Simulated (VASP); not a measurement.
Set up this calculation in VASP 6.6.1, as the native input.

```
Task                   : single point
Functional             : LDA
Potentials or basis    : VASP PAW LDA potentials, release 64 (Sn_d)
Cutoff                 : 520 eV
k mesh                 : 9 × 9 × 9
Occupations            : fermi-dirac, width 0.6 eV
Spin                   : no spin polarisation
Dipole correction      : no
Further INCAR settings : ALGO = Normal; EDIFF = 1e-06; NBANDS = 21
```

The structure of Sn lies in POSCAR:

```
Sn
1.0
    0.0000000000      3.2380799619      3.2380799619
    3.2380799619      0.0000000000      3.2380799619
    3.2380799619      3.2380799619      0.0000000000
Sn
2
Direct
    0.5000000000      0.5000000000      0.5000000000
    0.7500000000      0.7500000000      0.7500000000
```

One way to write it, as run:

INCAR

```
ALGO     = Normal         # electronic algorithm
EDIFF    = 1E-6           # SCF threshold, eV
ENCUT    = 520            # plane-wave cutoff, eV
ISIF     = 2              # what is computed and relaxed
ISMEAR   = -1             # smearing method
LASPH    = T              # aspherical terms in the spheres
LCHARG   = F              # write CHGCAR
LREAL    = F              # projectors in reciprocal space
LWAVE    = F              # write WAVECAR
NBANDS   = 21             # bands
NELM     = 60             # most SCF steps
PREC     = Accurate       # precision mode
SIGMA    = 0.6            # smearing width, eV
```

KPOINTS

```
k-points
0
Gamma
  9 9 9
```

Potentials or basis: VASP PAW LDA potentials, release 64 (Sn_d).

Command:

```bash
$ cat potpaw_LDA.64/Sn_d/POTCAR > POTCAR
$ mpirun -np 1 vasp_std > vasp.out
```

Results of the run:

```
Pressure               : 1.5 GPa
Band gap on the k mesh : zero (band 14 reaches 5.48 eV, above the bottom of band 15 at 5.34 eV)
```

Caveat: spin-orbit coupling is left out, which moves the levels of the heavy elements.

It took 35 s on 1 thread of Intel(R) Xeon(R) Platinum 8488C (Sapphire Rapids), with other jobs on the host, peak memory 0.18 GiB.
